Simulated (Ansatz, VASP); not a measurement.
## Two plane-wave programs on TaF3

```
Ta F
1.0
     4.01824    0.00000    0.00000
     0.00000    4.01824    0.00000
     0.00000    0.00000    3.95972
Ta F
1 3
Direct
  0.00000 0.00000 0.00000
  0.50000 0.00000 0.00000
  0.00000 0.50000 0.00000
  0.00000 0.00000 0.50000
```

Change from the starting cell: strain +0.030 along x and y, +0.015 along z, atoms carried along.

Alike in both runs: task single point; functional PBEsol; k mesh 12 × 12 × 12; occupations gaussian, width 0.15 eV; no spin polarisation.

|  | VASP | Ansatz |
| --- | --- | --- |
| version | VASP 6.6.1 | Ansatz 0.2.0 |
| potentials or method | VASP PAW PBE potentials, release 64 (Ta_pv, F), cutoff 520 eV | scalar-relativistic, plane waves, PAW |
| valence electrons in the cell | 32 | 34 |

VASP gave:

- gap on the k mesh at the Fermi level (eV): none
- pressure (GPa): 7.9
- traceless stress, the component that is largest in VASP (GPa): 3.31

Task: Estimate Ansatz's values.

Result: gap on the k mesh at the Fermi level (eV): none; pressure (GPa): 7.6; traceless stress, the component that is largest in VASP (GPa): 3.25.

VASP's potentials were made for PBE, not for PBEsol. A gap of «none» marks a metal or a gap that the smearing closes. The functional is the same, so the differences come from potentials, cutoffs and numerics. VASP's potentials hold 32 valence electrons a cell and Ansatz's 34, so a difference there can come from the potentials and not from the codes.

Neither program's run includes spin-orbit coupling.
